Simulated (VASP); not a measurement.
Write the native input for VASP 6.6.1 that does the following.

| Property | Result |
| --- | --- |
| Task | single point |
| Functional | r2SCAN |
| Potentials or basis | VASP PAW PBE potentials, release 64 (Li_sv, S) |
| Cutoff | 830 eV |
| k mesh | 6 × 6 × 6 |
| Occupations | gaussian, width 0.01 eV |
| Spin | no spin polarisation |
| Dipole correction | no |
| Further INCAR settings | ALGO = Normal; EDIFF = 1e-06; NBANDS = 13 |

Crystal: Li2S.

```
CELL_PARAMETERS angstrom
0.00000 2.84529 2.84529
2.84529 0.00000 2.84529
2.84529 2.84529 0.00000
ATOMIC_POSITIONS crystal
Li 0.25000 0.25000 0.25000
Li 0.75000 0.75000 0.75000
S 0.00000 0.00000 0.00000
```

These files were run (other wordings do the same):

POSCAR

```
Li2S
1.0
    0.0000000000      2.8452944180      2.8452944180
    2.8452944180      0.0000000000      2.8452944180
    2.8452944180      2.8452944180      0.0000000000
Li S
2 1
Direct
    0.2500000000      0.2500000000      0.2500000000
    0.7500000000      0.7500000000      0.7500000000
    0.0000000000      0.0000000000      0.0000000000
```

INCAR.step1

```
PREC = Accurate
ENCUT = 830
ISMEAR = 0
SIGMA = 0.01
LREAL = False
LASPH = True
NELM = 120
NBANDS = 13
GGA = PE
ALGO = Normal
EDIFF = 1E-5
LWAVE = True
LCHARG = False
GGA_COMPAT = False
```

INCAR.step2

```
PREC = Accurate
ENCUT = 830
EDIFF = 1E-6
ISMEAR = 0
SIGMA = 0.01
LREAL = False
LASPH = True
NELM = 120
ALGO = Normal
ISIF = 2
LWAVE = False
LCHARG = False
METAGGA = R2SCAN
LMIXTAU = True
NBANDS = 13
ISTART = 1
GGA_COMPAT = False
```

KPOINTS

```
Automatic mesh
0
Gamma
  6 6 6
```

Potentials or basis: VASP PAW PBE potentials, release 64 (Li_sv, S).

Launch:

```bash
$ cat potpaw_PBE.64/Li_sv/POTCAR potpaw_PBE.64/S/POTCAR > POTCAR
$ cp INCAR.step1 INCAR
$ mpirun -np 1 vasp_std > vasp.out
$ cp INCAR.step2 INCAR
$ mpirun -np 1 vasp_std > vasp.out
```

Results of the run:

```
Pressure               : -0.2 GPa
Band gap on the k mesh : 3.86 eV (least direct gap 5.05 eV)
```

Caveat: the PAW data sets were made with another functional, which shifts forces and pressure a little.

It took 110 s on 1 thread of AMD EPYC 7R13 Processor (Zen 3), on a shared host, peak memory 0.23 GiB.
